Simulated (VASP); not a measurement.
# Si7Sn (P1) in VASP: single point with PBEsol

Aim: the single point of Si7Sn with PBEsol.

Everything below comes from runs of VASP 6.6.1. Logs are shortened: lines on timing, memory, paths and dates and some standing lists are left out, and cuts for length are marked.

### Step 1. The cell of the first run

The typed cell holds 64 atoms: a = 11.147 Å, b = 11.147 Å, c = 11.147 Å, α = 90.00°, β = 90.00°, γ = 90.00°.

### Step 2. Single point, PBEsol

The input, INCAR:

```
PREC = Accurate ; ENCUT = 520
EDIFF = 1E-6 ; ISMEAR = -1
SIGMA = 0.05 ; LREAL = Auto
LASPH = T ; NELM = 60
ALGO = Normal ; ISIF = 2
LWAVE = F ; LCHARG = F
GGA = PS ; NBANDS = 206
```

The input, KPOINTS:

```
Automatic mesh
0
Gamma
  1 1 1
  0.5 0.5 0.5
```

The input, POSCAR:

```
Si7Sn
1.0
   11.1467174949      0.0000000000      0.0000000000
    0.0000000000     11.1467174949      0.0000000000
    0.0000000000      0.0000000000     11.1467174949
Si Sn
56 8
Direct
    0.9835440000      0.0037970000      0.0003050000
    0.0034850000      0.0017120000      0.5001270000
    0.9978260000      0.4978660000      0.9969460000
    0.9954560000      0.4967120000      0.5044420000
    0.4976140000      0.0000150000      0.0050820000
    0.5004030000      0.0025300000      0.4968270000
    0.5139710000      0.4910420000      0.0065050000
    0.5025990000      0.5007670000      0.4851640000
    0.1229760000      0.1245110000      0.6252270000
    0.1225520000      0.6225140000      0.1127120000
    0.1206060000      0.6236500000      0.6200920000
    0.6249740000      0.1246390000      0.1257600000
    0.6194880000      0.1314610000      0.6171710000
    0.6275750000      0.6234500000      0.1291700000
    0.2594000000      0.2559530000      0.9884190000
    0.2387960000      0.2377110000      0.4911900000
    0.2508250000      0.7538840000      0.0150180000
    0.2533140000      0.7516180000      0.5063930000
    0.7516480000      0.2508910000      0.0057010000
    0.7482280000      0.2520890000      0.4989720000
    0.7450650000      0.7460450000      0.9996560000
    0.7574030000      0.7567350000      0.4880340000
    0.3874350000      0.3650400000      0.1181730000
    0.3790640000      0.8746080000      0.1320890000
    0.3765330000      0.8823530000      0.6225990000
    0.8726860000      0.3788220000      0.1266960000
    0.8757200000      0.3707750000      0.6282270000
    0.8591920000      0.8818790000      0.1185460000
    0.8839110000      0.8681190000      0.6124150000
    0.2616740000      0.9935200000      0.2593340000
    0.2578890000      0.0102490000      0.7415830000
    0.2320660000      0.5015360000      0.7486260000
    0.7459120000      0.0034510000      0.2497320000
    0.7487960000      0.4987080000      0.2500060000
    0.7572640000      0.4891960000      0.7589840000
    0.3771370000      0.1239560000      0.3738840000
    0.3805240000      0.1241180000      0.8733620000
    0.3813090000      0.6357220000      0.3786080000
    0.8710490000      0.1239310000      0.3772820000
    0.8783860000      0.1368970000      0.8802910000
    0.8687950000      0.6148230000      0.3797020000
    0.8732600000      0.6216930000      0.8752990000
    0.9869060000      0.2568840000      0.2585500000
    0.0025380000      0.2497260000      0.7505120000
    0.9918570000      0.7386710000      0.7394810000
    0.5022420000      0.2452240000      0.2491450000
    0.5089700000      0.2452130000      0.7570340000
    0.5050090000      0.7521060000      0.2507640000
    0.4969080000      0.7660580000      0.7506590000
    0.1123540000      0.3682180000      0.3834590000
    0.1217670000      0.3749520000      0.8733750000
    0.1357240000      0.8808980000      0.3850240000
    0.6259530000      0.3728060000      0.3685510000
    0.6320510000      0.3694290000      0.8797400000
    0.6263150000      0.8789870000      0.3723040000
    0.6171720000      0.8717010000      0.8849180000
    0.1267260000      0.1274740000      0.1292450000
    0.6303260000      0.6279060000      0.6261180000
    0.3707580000      0.3715170000      0.6220530000
    0.2511660000      0.4954170000      0.2502580000
    0.7517480000      0.9990410000      0.7483740000
    0.3750650000      0.6230660000      0.8789290000
    0.9976730000      0.7529310000      0.2501100000
    0.1220720000      0.8762320000      0.8706850000
```

Potentials or basis: VASP PAW PBE potentials, release 64 (Si, Sn_d).

On the command line:

```console
$ cat potpaw_PBE.64/Si/POTCAR potpaw_PBE.64/Sn_d/POTCAR > POTCAR
$ mpirun -np 1 vasp_std > vasp.out
```

OUTCAR:

```text
PREC = Accurate
   ENCUT = 520
   EDIFF = 1E-6
   ISMEAR = -1
   LREAL = Auto
   LASPH = T
   NELM = 60
   ISIF = 2
   GGA = PS

 ion  position               nearest neighbor table
   1  0.984  0.004  0.000-  40 2.32  28 2.35  64 2.55  57 2.55
   2  0.003  0.002  0.500-  29 2.36   9 2.36  52 2.37  39 2.43
   3  0.998  0.498  0.997-  10 2.35  42 2.38  51 2.38  26 2.41
   4  0.995  0.497  0.504-  50 2.36  11 2.37  27 2.38  41 2.38
   5  0.498  0.000  0.005-  56 2.37  24 2.39  12 2.40  37 2.40
   6  0.500  0.003  0.497-  36 2.37  13 2.37  25 2.38  55 2.41
[... 56 lines left out ...]
  63  0.998  0.753  0.250-  10 2.53  41 2.55  28 2.57  52 2.58
  64  0.122  0.876  0.871-   1 2.55  17 2.55  31 2.57  45 2.57

  LATTYP: Found a simple cubic cell.
 ALAT       =    11.1467174949

  Lattice vectors:

 A1 = (  11.1467174949,   0.0000000000,   0.0000000000)
 A2 = (   0.0000000000,  11.1467174949,   0.0000000000)
 A3 = (   0.0000000000,   0.0000000000,  11.1467174949)

Analysis of symmetry for initial positions (statically):
=====================================================================
 Subroutine PRICEL returns:
 Original cell was already a primitive cell.

 Routine SETGRP: Setting up the symmetry group for a
 simple cubic supercell.

 Subroutine GETGRP returns: Found  1 space group operations
 (whereof  1 operations were pure point group operations)
 out of a pool of 48 trial point group operations.

The static configuration has the point symmetry C_1 .

Analysis of symmetry for dynamics (positions and initial velocities):
=====================================================================
 Subroutine PRICEL returns:
 Original cell was already a primitive cell.

 Routine SETGRP: Setting up the symmetry group for a
 simple cubic supercell.

 Subroutine GETGRP returns: Found  1 space group operations
 (whereof  1 operations were pure point group operations)
 out of a pool of 48 trial point group operations.

The dynamic configuration has the point symmetry C_1 .

 Subroutine INISYM returns: Found  1 space group operations
 (whereof  1 operations are pure point group operations),
 and found     1 'primitive' translations

----------------------------------------------------------------------------------------

                                     Primitive cell

  volume of cell :    1384.9720

  direct lattice vectors                    reciprocal lattice vectors
    11.146717495  0.000000000  0.000000000     0.089712510  0.000000000  0.000000000
     0.000000000 11.146717495  0.000000000     0.000000000  0.089712510  0.000000000
     0.000000000  0.000000000 11.146717495     0.000000000  0.000000000  0.089712510

  length of vectors
    11.146717495 11.146717495 11.146717495     0.089712510  0.089712510  0.089712510

  position of ions in fractional coordinates (direct lattice)
     0.983544000  0.003797000  0.000305000
     0.003485000  0.001712000  0.500127000
     0.997826000  0.497866000  0.996946000
     0.995456000  0.496712000  0.504442000
     0.497614000  0.000015000  0.005082000
     0.500403000  0.002530000  0.496827000
[... 56 lines left out ...]
     0.997673000  0.752931000  0.250110000
     0.122072000  0.876232000  0.870685000

  ion indices of the primitive-cell ions
   primitive index   ion index
                 1           1
                 2           2
                 3           3
                 4           4
                 5           5
                 6           6
[... 56 lines left out ...]
                63          63
                64          64

----------------------------------------------------------------------------------------

 KPOINTS: Automatic mesh

Automatic generation of k-mesh.
 Grid dimensions read from file:
 generate k-points for:    1    1    1

 Generating k-lattice:

  Cartesian coordinates                     Fractional coordinates (reciprocal lattice)
     0.089712510  0.000000000  0.000000000     1.000000000  0.000000000  0.000000000
     0.000000000  0.089712510  0.000000000     0.000000000  1.000000000  0.000000000
     0.000000000  0.000000000  0.089712510     0.000000000  0.000000000  1.000000000

  Length of vectors
     0.089712510  0.089712510  0.089712510

  Shift w.r.t. Gamma in fractional coordinates (k-lattice)
     0.500000000  0.500000000  0.500000000

 Subroutine IBZKPT returns following result:
 ===========================================

 Found      1 irreducible k-points:

 Following reciprocal coordinates:
            Coordinates               Weight
  0.500000  0.500000  0.500000      1.000000
   k-points           NKPTS =      1   k-points in BZ     NKDIM =      1   number of bands    NBANDS=    206
   number of dos      NEDOS =    301   number of ions     NIONS =     64
   total plane-waves  NPLWV = 592704
   dimension x,y,z NGX =    84 NGY =   84 NGZ =   84
   dimension x,y,z NGXF=   168 NGYF=  168 NGZF=  168
   ions per type =              56   8
   NGX,Y,Z   is equivalent  to a cutoff of  12.53, 12.53, 12.53 a.u.
   NGXF,Y,Z  is equivalent  to a cutoff of  25.06, 25.06, 25.06 a.u.
 SYSTEM =  unknown system
   PREC   = accura    normal or accurate (medium, high low for compatibility)
   ISTART =      0    job   : 0-new  1-cont  2-samecut
   ICHARG =      2    charge: 1-file 2-atom 10-const
   ISPIN  =      1    spin polarized calculation?
   LNONCOLLINEAR =      F non collinear calculations
   LSORBIT =      F    spin-orbit coupling
   LASPH  =      T    aspherical Exc in radial PAW
   ENCUT  =  520.0 eV  38.22 Ry    6.18 a.u.  20.73 20.73 20.73*2*pi/ulx,y,z
   NELM   =     60;   NELMIN=  2; NELMDL= -5     # of ELM steps
   EDIFF  = 0.1E-05   stopping-criterion for ELM
   LREAL  =      T    real-space projection
   EDIFFG = 0.1E-04   stopping-criterion for IOM
   NSW    =      0    number of steps for IOM
   IBRION =     -1    ionic relax: 0-MD 1-quasi-New 2-CG
   NFREE  =      0    steps in history (QN), initial steepest desc. (CG)
   ISIF   =      2    stress and relaxation
   ISYM   =      2    0-nonsym 1-usesym 2-fastsym
   POTIM  = 0.5000    time-step for ionic-motion
   TEBEG  =    0.0;   TEEND  =   0.0 temperature during run
   PSTRESS=    0.0 pullay stress
   NELECT =     336.0000    total number of electrons
   NUPDOWN=      -1.0000    fix difference up-down
   EMIN   =  10.00;   EMAX   =-10.00  energy-range for DOS
   EFERMI =   0.00;   METHOD = LEGACY
   ISMEAR =    -1;   SIGMA  =   0.05  broadening in eV -4-tet -1-fermi 0-gaus
   EFERMI_NEDOS =   21; number of points for ismear=-14 and -15
   IALGO  =     38    algorithm
   IMIX   =      4    mixing-type and parameters
     AMIX     =   0.40;   BMIX     =  1.00
     AMIX_MAG =   1.60;   BMIX_MAG =  1.00
  volume/ion in A,a.u.               =      21.64       146.04
  Fermi-wavevector in a.u.,A,eV,Ry     =   1.021036  1.929478 14.184263  1.042514
  Thomas-Fermi vector in A             =   2.154638
   LORBIT       =      0    0 simple, 1 ext, 2 COOP (PROOUT), +10 PAW based schemes
   GGA     = PS    functional components
   LHFCALC =     F    Hartree Fock is set to
   AEXX    =    0.0000 exact exchange contribution
   IVDW    =     0    specifies the selected vdW correction
   LEPSILON=     F    determine dielectric tensor
   LRPA    =     F    only Hartree local field effects (RPA)
 non-spin polarized calculation
  energy-cutoff  :      520.00
  volume of cell :     1384.97
 maximum number of plane-waves:     37440
 NGX is ok and might be reduce to    84
   NGX = 41   NGY = 41   NGZ = 41

 number of electron     335.9999995 magnetization

 Free energy of the ion-electron system (eV)
  ---------------------------------------------------
  ext. energy  EPLUGINS =         0.00000000
  ---------------------------------------------------
  free energy    TOTEN  =      -346.54244434 eV

  energy without entropy =     -346.54243715  energy(sigma->0) =     -346.54244075

 E-fermi :   6.1905     XC(G=0):  -9.4990

 val. band max:        5.5360390953   @ k =   0.5000   0.5000   0.5000
 cond. band min:       6.8729976912   @ k =   0.5000   0.5000   0.5000
 fundamental gap:      1.3369585958
 Fermi energy:         6.1905466638

 k-point     1 :       0.5000    0.5000    0.5000
  band No.  band energies     occupation
      1     -15.1649      2.00000
      2     -15.1598      2.00000
      3     -15.1555      2.00000
      4     -15.1480      2.00000
      5     -15.1460      2.00000
      6     -15.1450      2.00000
[... 172 lines left out ...]
    179       7.1358      0.00000
    180       7.1490      0.00000
 [bands above 180 left out]

------------------------ aborting loop because EDIFF is reached ----------------------------------------

  FORCE on cell =-STRESS in cart. coord.  units (eV):
  Direction    XX          YY          ZZ          XY          YZ          ZX
  --------------------------------------------------------------------------------------
  -------------------------------------------------------------------------------------
  Total        0.6244858      0.0050067      0.5649915     -0.0361154     -0.0840932      0.0998933
  in kB        0.7224241      0.0057919      0.6535992     -0.0417794     -0.0972815      0.1155596
  external PRESSURE =       0.4606050 kB  Pullay stress =       0.0000000 kB

 VOLUME and BASIS-vectors are now :
 -----------------------------------------------------------------------------
  energy-cutoff  :      520.00
  volume of cell :     1384.97
      direct lattice vectors                 reciprocal lattice vectors
    11.146717495  0.000000000  0.000000000     0.089712510  0.000000000  0.000000000
     0.000000000 11.146717495  0.000000000     0.000000000  0.089712510  0.000000000
     0.000000000  0.000000000 11.146717495     0.000000000  0.000000000  0.089712510

 POSITION                                       TOTAL-FORCE (eV/Angst)
 -----------------------------------------------------------------------------------
     10.96329      0.04232      0.00340         0.018096     -0.000397      0.002031
      0.03885      0.01908      5.57477         0.000960      0.007317      0.001350
     11.12248      5.54957     11.11268         0.001636      0.000777      0.003409
     11.09607      5.53671      5.62287        -0.005763     -0.001804      0.005380
      5.54676      0.00017      0.05665        -0.004496      0.002016      0.005176
      5.57785      0.02820      5.53799         0.001883     -0.000881     -0.002545
[... 56 lines left out ...]
     11.12078      8.39271      2.78791        -0.010726      0.006915     -0.010860
      1.36070      9.76711      9.70528         0.002165     -0.004514      0.007778
 -----------------------------------------------------------------------------------
    total drift:                                0.012098     -0.000756     -0.024727

  FREE ENERGIE OF THE ION-ELECTRON SYSTEM (eV)
  ---------------------------------------------------
  free  energy   TOTEN  =      -346.5424443413 eV

  energy  without entropy=     -346.5424371500  energy(sigma->0) =     -346.54244075
```

It took 12 min on 1 thread of AMD EPYC 7R43 (Zen 3), shared host; peak memory 1.1 GiB.

What came out:

```
Free energy            : -346.5424 eV
Pressure               : 0.0 GPa
Largest force          : 0.023 eV/Å
Band gap on the k mesh : 1.34 eV
```

Forces in eV/Å, atoms in the order of the input:
```
Si   0.018  0.000  0.002
Si   0.001  0.007  0.001
Si   0.002  0.001  0.003
Si  -0.006 -0.002  0.005
Si  -0.004  0.002  0.005
Si   0.002 -0.001 -0.003
Si  -0.002  0.013 -0.007
Si   0.008  0.005  0.020
Si  -0.001  0.005  0.004
Si  -0.003 -0.002  0.019
Si   0.004 -0.003 -0.006
Si   0.001  0.004 -0.006
Si   0.014 -0.013  0.010
Si   0.001 -0.006  0.003
Si  -0.011 -0.006  0.002
Si   0.012  0.008  0.000
Si   0.004  0.002 -0.015
Si   0.004 -0.002  0.005
Si   0.006  0.000  0.005
Si  -0.001  0.006 -0.001
Si  -0.003 -0.004 -0.001
Si  -0.018 -0.012  0.006
Si  -0.009  0.006  0.010
Si   0.002 -0.004 -0.001
Si   0.000  0.003 -0.002
Si   0.002  0.002 -0.001
Si   0.001 -0.006 -0.004
Si  -0.001 -0.008  0.008
Si   0.001  0.005  0.001
Si  -0.004  0.002 -0.011
Si  -0.009 -0.003  0.010
Si   0.013  0.004 -0.002
Si  -0.003  0.004 -0.002
Si  -0.001 -0.006  0.005
Si  -0.008  0.005 -0.010
Si  -0.001  0.004  0.003
Si   0.005 -0.001  0.004
Si  -0.012 -0.007 -0.009
Si   0.001 -0.007  0.005
Si  -0.014 -0.002 -0.011
Si   0.014  0.008 -0.008
Si  -0.002  0.003  0.001
Si   0.003 -0.008 -0.013
Si  -0.001  0.001  0.000
Si   0.000  0.005  0.011
Si  -0.002  0.000  0.006
Si  -0.008  0.011 -0.013
Si   0.004  0.000  0.000
Si  -0.007 -0.016  0.000
Si   0.003  0.009 -0.001
Si   0.000 -0.001  0.004
Si  -0.006 -0.006 -0.002
Si  -0.004  0.000 -0.005
Si  -0.001 -0.006  0.000
Si   0.003  0.003  0.001
Si   0.011  0.007 -0.006
Sn   0.001 -0.011 -0.009
Sn  -0.005  0.000 -0.002
Sn   0.012  0.013  0.014
Sn   0.001 -0.012 -0.003
Sn   0.007  0.008 -0.008
Sn  -0.005 -0.001 -0.008
Sn  -0.011  0.007 -0.011
Sn   0.002 -0.005  0.008
```

Caveat: the k points lie up to 0.56 Å⁻¹ apart; the PAW data sets were made with another functional, which shifts forces and pressure a little; spin-orbit coupling is left out, which moves the levels of the heavy elements.
